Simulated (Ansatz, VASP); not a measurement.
CoSi2 in VASP and in Ansatz

```
Co Si
1.0
     0.00000    2.64398    2.64398
     2.64398    0.00000    2.64398
     2.64398    2.64398    0.00000
Co Si
1 2
Direct
  0.00000 0.00000 0.00000
  0.25000 0.25000 0.25000
  0.75000 0.75000 0.75000
```

Alike in both runs: task single point; functional PBE; k mesh 14 × 14 × 14; occupations gaussian, width 0.15 eV; no spin polarisation.

|  | VASP | Ansatz |
| --- | --- | --- |
| version | VASP 6.6.1 | Ansatz 0.2.0 |
| potentials or method | VASP PAW PBE potentials, release 64 (Co, Si), cutoff 520 eV | scalar-relativistic, plane waves, PAW |
| valence electrons in the cell | 17 | 25 |

Ansatz gave:

- gap on the k mesh at the Fermi level (eV): none
- pressure (GPa): 8.0

What did VASP give for the same quantities?

gap on the k mesh at the Fermi level (eV): none; pressure (GPa): 7.8.

A gap of «none» marks a metal or a gap that the smearing closes. With one functional, cell and mesh, what is left measures potentials, basis and numerics. VASP's potentials hold 17 valence electrons a cell and Ansatz's 25, so a difference there can come from the potentials and not from the codes.
